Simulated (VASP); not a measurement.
# Sr (I4/mmm) in VASP: single point with PBEsol

Aim: the single point of Sr with PBEsol.

Everything below comes from runs of VASP 6.6.1. Logs are shortened: lines on timing, memory, paths and dates and some standing lists are left out, and cuts for length are marked.

**1. The cell of the first run**

The structure is tetragonal, space group I4/mmm (No. 139). Conventional cell: a = 4.916 Å, b = 4.916 Å, c = 4.720 Å, α = 90.00°, β = 90.00°, γ = 90.00°. Sr (site symmetry 4/mmm) has 14 Sr at 4.20 to 4.92 Å within 5.5 Å.

**2. Single point, PBEsol**

Input file INCAR:

```
PREC = Accurate
ENCUT = 520
EDIFF = 1E-6
ISMEAR = 0
SIGMA = 0.15
LREAL = F
LASPH = T
NELM = 60
ALGO = Fast
ISIF = 2
LWAVE = F
LCHARG = T
GGA = PS
LELF = T
LVHAR = T
NBANDS = 11
```

Input file KPOINTS:

```
regular mesh
0
Gamma
  16 16 16
```

Input file POSCAR:

```
Sr
1.0
   -2.4582233065      2.4582233065      2.3598943743
    2.4582233065     -2.4582233065      2.3598943743
    2.4582233065      2.4582233065     -2.3598943743
Sr
1
Direct
    0.0000000000      0.0000000000      0.0000000000
```

Potentials or basis: VASP PAW PBE potentials, release 64 (Sr_sv).

Run with:

```bash
cat potpaw_PBE.64/Sr_sv/POTCAR > POTCAR
mpirun -np 1 vasp_std > vasp.out
```

OUTCAR:

```text
PREC = Accurate
   ENCUT = 520
   EDIFF = 1E-6
   ISMEAR = 0
   LREAL = F
   LASPH = T
   NELM = 60
   ISIF = 2
   GGA = PS

 ion  position               nearest neighbor table
   1  0.000  0.000  0.000-

  LATTYP: Found a body centered tetragonal cell.
 ALAT       =     4.9164466130
 C/A-ratio  =     0.9600000000

  Lattice vectors:

 A1 = (  -2.4582233065,   2.4582233065,   2.3598943743)
 A2 = (   2.4582233065,  -2.4582233065,   2.3598943743)
 A3 = (   2.4582233065,   2.4582233065,  -2.3598943743)

Analysis of symmetry for initial positions (statically):
=====================================================================
 Subroutine PRICEL returns:
 Original cell was already a primitive cell.

 Routine SETGRP: Setting up the symmetry group for a
 body centered tetragonal supercell.

 Subroutine GETGRP returns: Found 16 space group operations
 (whereof 16 operations were pure point group operations)
 out of a pool of 16 trial point group operations.

The static configuration has the point symmetry D_4h.

Analysis of symmetry for dynamics (positions and initial velocities):
=====================================================================
 Subroutine PRICEL returns:
 Original cell was already a primitive cell.

 Routine SETGRP: Setting up the symmetry group for a
 body centered tetragonal supercell.

 Subroutine GETGRP returns: Found 16 space group operations
 (whereof 16 operations were pure point group operations)
 out of a pool of 16 trial point group operations.

The dynamic configuration has the point symmetry D_4h.

 Subroutine INISYM returns: Found 16 space group operations
 (whereof 16 operations are pure point group operations),
 and found     1 'primitive' translations

----------------------------------------------------------------------------------------

                                     Primitive cell

  volume of cell :      57.0421

  direct lattice vectors                    reciprocal lattice vectors
    -2.458223306  2.458223306  2.359894374     0.000000000  0.203398934  0.211873890
     2.458223306 -2.458223306  2.359894374     0.203398934  0.000000000  0.211873890
     2.458223306  2.458223306 -2.359894374     0.203398934  0.203398934  0.000000000

  length of vectors
     4.201764523  4.201764523  4.201764523     0.293703373  0.293703373  0.287649531

  position of ions in fractional coordinates (direct lattice)
     0.000000000  0.000000000  0.000000000

  ion indices of the primitive-cell ions
   primitive index   ion index
                 1           1

----------------------------------------------------------------------------------------

 KPOINTS: regular mesh

Automatic generation of k-mesh.
 Grid dimensions read from file:
 generate k-points for:   16   16   16

 Generating k-lattice:

  Cartesian coordinates                     Fractional coordinates (reciprocal lattice)
     0.000000000  0.012712433  0.013242118     0.062500000  0.000000000  0.000000000
     0.012712433  0.000000000  0.013242118     0.000000000  0.062500000  0.000000000
     0.012712433  0.012712433  0.000000000     0.000000000  0.000000000  0.062500000

  Length of vectors
     0.018356461  0.018356461  0.017978096

  Shift w.r.t. Gamma in fractional coordinates (k-lattice)
     0.000000000  0.000000000  0.000000000

 Subroutine IBZKPT returns following result:
 ===========================================

 Found    349 irreducible k-points:

 Following reciprocal coordinates:
            Coordinates               Weight
  0.000000  0.000000  0.000000      1.000000
  0.062500  0.000000 -0.000000      8.000000
  0.125000  0.000000 -0.000000      8.000000
  0.187500  0.000000 -0.000000      8.000000
  0.250000  0.000000 -0.000000      8.000000
  0.312500  0.000000 -0.000000      8.000000
[... 16 lines left out ...]
 -0.125000  0.062500  0.000000     16.000000
 -0.062500  0.062500  0.000000      4.000000
 [... further k-points ...]
   k-points           NKPTS =    349   k-points in BZ     NKDIM =    349   number of bands    NBANDS=     11
   number of dos      NEDOS =    301   number of ions     NIONS =      1
   total plane-waves  NPLWV =  32768
   dimension x,y,z NGX =    32 NGY =   32 NGZ =   32
   dimension x,y,z NGXF=    64 NGYF=   64 NGZF=   64
   ions per type =               1
   NGX,Y,Z   is equivalent  to a cutoff of  12.66, 12.66, 12.66 a.u.
   NGXF,Y,Z  is equivalent  to a cutoff of  25.32, 25.32, 25.32 a.u.
 SYSTEM =  unknown system
   PREC   = accura    normal or accurate (medium, high low for compatibility)
   ISTART =      0    job   : 0-new  1-cont  2-samecut
   ICHARG =      2    charge: 1-file 2-atom 10-const
   ISPIN  =      1    spin polarized calculation?
   LNONCOLLINEAR =      F non collinear calculations
   LSORBIT =      F    spin-orbit coupling
   LASPH  =      T    aspherical Exc in radial PAW
   ENCUT  =  520.0 eV  38.22 Ry    6.18 a.u.   7.81  7.81  7.81*2*pi/ulx,y,z
   NELM   =     60;   NELMIN=  2; NELMDL= -5     # of ELM steps
   EDIFF  = 0.1E-05   stopping-criterion for ELM
   LREAL  =      F    real-space projection
   EDIFFG = 0.1E-04   stopping-criterion for IOM
   NSW    =      0    number of steps for IOM
   IBRION =     -1    ionic relax: 0-MD 1-quasi-New 2-CG
   NFREE  =      0    steps in history (QN), initial steepest desc. (CG)
   ISIF   =      2    stress and relaxation
   ISYM   =      2    0-nonsym 1-usesym 2-fastsym
   POTIM  = 0.5000    time-step for ionic-motion
   TEBEG  =    0.0;   TEEND  =   0.0 temperature during run
   PSTRESS=    0.0 pullay stress
   NELECT =      10.0000    total number of electrons
   NUPDOWN=      -1.0000    fix difference up-down
   EMIN   =  10.00;   EMAX   =-10.00  energy-range for DOS
   EFERMI =   0.00;   METHOD = LEGACY
   ISMEAR =     0;   SIGMA  =   0.15  broadening in eV -4-tet -1-fermi 0-gaus
   EFERMI_NEDOS =   21; number of points for ismear=-14 and -15
   IALGO  =     68    algorithm
   IMIX   =      4    mixing-type and parameters
     AMIX     =   0.40;   BMIX     =  1.00
     AMIX_MAG =   1.60;   BMIX_MAG =  1.00
  volume/ion in A,a.u.               =      57.04       384.94
  Fermi-wavevector in a.u.,A,eV,Ry     =   0.916241  1.731445 11.422060  0.839498
  Thomas-Fermi vector in A             =   2.041074
   LORBIT       =      0    0 simple, 1 ext, 2 COOP (PROOUT), +10 PAW based schemes
   GGA     = PS    functional components
   LHFCALC =     F    Hartree Fock is set to
   AEXX    =    0.0000 exact exchange contribution
   IVDW    =     0    specifies the selected vdW correction
   LEPSILON=     F    determine dielectric tensor
   LRPA    =     F    only Hartree local field effects (RPA)
 non-spin polarized calculation
 RMM-DIIS sequential band-by-band and
 Gauss-broadening in eV      SIGMA  =   0.15
  energy-cutoff  :      520.00
  volume of cell :       57.04
 maximum number of plane-waves:      1556
   NGX = 15   NGY = 15   NGZ = 15

 number of electron      10.0000000 magnetization

 Free energy of the ion-electron system (eV)
  ---------------------------------------------------
  ext. energy  EPLUGINS =         0.00000000
  ---------------------------------------------------
  free energy    TOTEN  =        -1.82060836 eV

  energy without entropy =       -1.80540099  energy(sigma->0) =       -1.81300467

 E-fermi :   1.3921     XC(G=0):  -7.3180

 val. band max:        1.3901108508   @ k =   0.5000   0.5000   0.3750
 cond. band min:       1.3937204654   @ k =  -0.3750  -0.4375   0.2500
 fundamental gap:      0.0036096146
 Fermi energy:         1.3921170395

 k-point     1 :       0.0000    0.0000    0.0000
  band No.  band energies     occupation
      1     -35.2356      2.00000
      2     -17.1425      2.00000
      3     -17.1393      2.00000
      4     -17.1393      2.00000
      5      -2.2206      2.00000
      6       3.5420      0.00000
      7       3.7755      0.00000
      8       3.7755      0.00000
      9       4.8177      0.00000
     10       5.1462      0.00000
     11       9.2144      0.00000

 k-point     2 :       0.0625    0.0000   -0.0000
  band No.  band energies     occupation
      1     -35.2351      2.00000
      2     -17.1482      2.00000
      3     -17.1417      2.00000
      4     -17.1406      2.00000
      5      -2.1550      2.00000
      6       3.5319      0.00000
      7       3.7341      0.00000
      8       3.7857      0.00000
      9       4.7963      0.00000
     10       5.0748      0.00000
     11       9.3512      0.00000

 k-point     3 :       0.1250    0.0000   -0.0000
  band No.  band energies     occupation
      1     -35.2336      2.00000
      2     -17.1675      2.00000
      3     -17.1483      2.00000
      4     -17.1411      2.00000
      5      -1.9614      2.00000
      6       3.4154      0.00000
      7       3.5687      0.00000
      8       3.9229      0.00000
      9       4.7452      0.00000
     10       4.9789      0.00000
     11       9.5593      0.00000

 k-point     4 :       0.1875    0.0000   -0.0000
  band No.  band energies     occupation
      1     -35.2315      2.00000
      2     -17.1965      2.00000
      3     -17.1582      2.00000
      4     -17.1416      2.00000
      5      -1.6500      2.00000
      6       3.2106      0.00000
      7       3.2453      0.00000
      8       4.2120      0.00000
      9       4.7487      0.00000
     10       4.9591      0.00000
     11       9.4635      0.00000
[... 239 lines left out ...]
 k-point    22 :      -0.1875    0.0625    0.0000
  band No.  band energies     occupation
      1     -35.2324      2.00000
      2     -17.1846      2.00000
      3     -17.1525      2.00000
      4     -17.1431      2.00000
      5      -1.7805      2.00000
      6       3.2653      0.00000
      7       3.4084      0.00000
      8       4.1305      0.00000
      9       4.5857      0.00000
     10       5.0863      0.00000
     11       9.6138      0.00000

 k-point    23 :      -0.1250    0.0625    0.0000
  band No.  band energies     occupation
      1     -35.2341      2.00000
      2     -17.1605      2.00000
      3     -17.1458      2.00000
      4     -17.1412      2.00000
      5      -2.0308      2.00000
      6       3.4376      0.00000
      7       3.6316      0.00000
      8       3.9261      0.00000
      9       4.6388      0.00000
     10       5.1007      0.00000
     11       9.4879      0.00000

 k-point    24 :      -0.0625    0.0625    0.0000
  band No.  band energies     occupation
      1     -35.2351      2.00000
      2     -17.1462      2.00000
      3     -17.1446      2.00000
      4     -17.1392      2.00000
      5      -2.1578      2.00000
      6       3.5107      0.00000
      7       3.7233      0.00000
      8       3.8367      0.00000
      9       4.7296      0.00000
     10       5.1352      0.00000
     11       9.3078      0.00000

 [... further k-points ...]

------------------------ aborting loop because EDIFF is reached ----------------------------------------

  FORCE on cell =-STRESS in cart. coord.  units (eV):
  Direction    XX          YY          ZZ          XY          YZ          ZX
  --------------------------------------------------------------------------------------
  -------------------------------------------------------------------------------------
  Total       -0.4034947     -0.4034947     -0.3762686      0.0000000     -0.0000000      0.0000000
  in kB      -11.3332158    -11.3332158    -10.5684999      0.0000000     -0.0000000      0.0000000
  external PRESSURE =     -11.0783105 kB  Pullay stress =       0.0000000 kB

 VOLUME and BASIS-vectors are now :
 -----------------------------------------------------------------------------
  energy-cutoff  :      520.00
  volume of cell :       57.04
      direct lattice vectors                 reciprocal lattice vectors
    -2.458223306  2.458223306  2.359894374     0.000000000  0.203398934  0.211873890
     2.458223306 -2.458223306  2.359894374     0.203398934  0.000000000  0.211873890
     2.458223306  2.458223306 -2.359894374     0.203398934  0.203398934  0.000000000

 POSITION                                       TOTAL-FORCE (eV/Angst)
 -----------------------------------------------------------------------------------
      0.00000      0.00000      0.00000         0.000000      0.000000      0.000000
 -----------------------------------------------------------------------------------
    total drift:                                0.000000      0.000000     -0.000000

  FREE ENERGIE OF THE ION-ELECTRON SYSTEM (eV)
  ---------------------------------------------------
  free  energy   TOTEN  =        -1.8206083577 eV

  energy  without entropy=       -1.8054009908  energy(sigma->0) =       -1.81300467
```

Wall time 2 min (1 thread of AMD EPYC 7R13 (Zen 3), shared host); peak memory 0.32 GiB.

What came out:

| Quantity | Value |
| --- | --- |
| Free energy | -1.8206 eV |
| Pressure | -1.1 GPa |
| Band gap on the k mesh | zero (bands 5 and 6 overlap by 0.37 eV) |

Stress tensor (GPa, compression positive):
```
-1.13  0.00  0.00
 0.00 -1.13  0.00
 0.00  0.00 -1.06
```

Levels at points of the mesh, in eV from the Fermi level:
```csv
k point,band 1,band 2,band 3,band 4,band 5,band 6,band 7,band 8,band 9,band 10
"(0.00, 0.00, 0.00)",-36.63,-18.53,-18.53,-18.53,-3.61,2.15,2.38,2.38,3.43,3.75
"(0.50, 0.00, 0.00)",-36.61,-18.71,-18.59,-18.54,-0.98,0.21,1.11,3.45,4.15,5.23
"(0.50, 0.50, 0.00)",-36.62,-18.71,-18.59,-18.53,-1.07,0.09,1.36,3.21,3.96,5.19
"(0.50, 0.50, 0.50)",-36.60,-18.66,-18.66,-18.65,-0.14,-0.07,3.27,3.27,3.82,4.82
```

Caveat: the PAW data sets were made with another functional, which shifts forces and pressure a little.
